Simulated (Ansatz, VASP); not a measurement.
# Two plane-wave programs on InBiO2

```
In Bi O
1.0
     1.70000    0.98150    6.83333
    -1.70000    0.98150    6.83333
     0.00000   -1.96299    6.83333
In Bi O
1 1 2
Direct
  0.50000 0.50000 0.50000
  0.00000 0.00000 0.00000
  0.88500 0.88500 0.88500
  0.11500 0.11500 0.11500
```

Alike in both runs: task relaxation of cell and atoms; functional PBE; k mesh 5 × 5 × 5; occupations gaussian, width 0.15 eV; no spin polarisation.

|  | VASP | Ansatz |
| --- | --- | --- |
| version | VASP 6.6.1 | Ansatz 0.2.0 |
| potentials or method | VASP PAW PBE potentials, release 64 (In_d, Bi_d, O), cutoff 600 eV | scalar-relativistic, plane waves, PAW |
| valence electrons in the cell | 40 | 40 |

Ansatz gave:

- gap on the k mesh at the Fermi level, each at its own relaxed structure (eV): none
- relaxed volume (Å³/atom): 17.36
- relaxed cell length with the largest relative difference (Å): 7.251

Problem. Which values does VASP return?

Solution. gap on the k mesh at the Fermi level, each at its own relaxed structure (eV): none; relaxed volume (Å³/atom): 17.34; relaxed cell length with the largest relative difference (Å): 7.254.

A gap of «none» marks a metal or a gap that the smearing closes.

The k mesh is coarse, so the values compare programs but aren't converged. Spin-orbit coupling is off throughout.
